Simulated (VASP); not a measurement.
Write the native input for VASP 6.6.1 that does the following.

```yaml
Task: single point
Functional: PBEsol
Potentials_or_basis: VASP PAW PBE potentials, release 64 (Al, Cu)
Cutoff: 600 eV
k_mesh: 4 × 4 × 6
Occupations: gaussian, width 0.1 eV
Spin: no spin polarisation
Dipole_correction: no
Further_INCAR_settings: ALGO = Normal; EDIFF = 1e-06; NBANDS = 16
```

The structure of Al2Cu (km) lies in POSCAR:

```
Al2Cu
1.0
    4.0848572809      0.0000000000      0.0000000000
    0.0000000000      4.0848572809      0.0000000000
    0.0000000000      0.0000000000      2.8464075211
Al Cu
2 1
Direct
    0.5000000000      0.0000000000      0.5000000000
    0.0000000000      0.5000000000      0.5000000000
    0.0000000000      0.0000000000      0.0000000000
```

One way to write it, as run:

INCAR

```
SYSTEM = Al2Cu
PREC = Accurate ; ENCUT = 600
EDIFF = 1E-6 ; ISMEAR = 0
SIGMA = 0.1 ; LREAL = .False.
LASPH = .True. ; NELM = 120
ALGO = Normal ; ISIF = 2
LWAVE = .False. ; LCHARG = .True.
GGA = PS ; LELF = .True.
LVHAR = .True. ; NBANDS = 16
GGA_COMPAT = .False.
```

KPOINTS

```
regular mesh
0
Gamma
  4 4 6
  0 0 0
```

Potentials or basis: VASP PAW PBE potentials, release 64 (Al, Cu).

Run with:

```console
$ cat potpaw_PBE.64/Al/POTCAR potpaw_PBE.64/Cu/POTCAR > POTCAR
$ mpirun -np 1 vasp_std > vasp.out
```

It gave:

```
Pressure : 0.3 GPa
```

Caveat: the k points lie up to 0.38 Å⁻¹ apart; the PAW data sets were made with another functional, which shifts forces and pressure a little.

It took 8.5 s on 1 thread of Intel(R) Xeon(R) 6975P-C (Granite Rapids), on a shared host, peak memory 0.18 GiB.
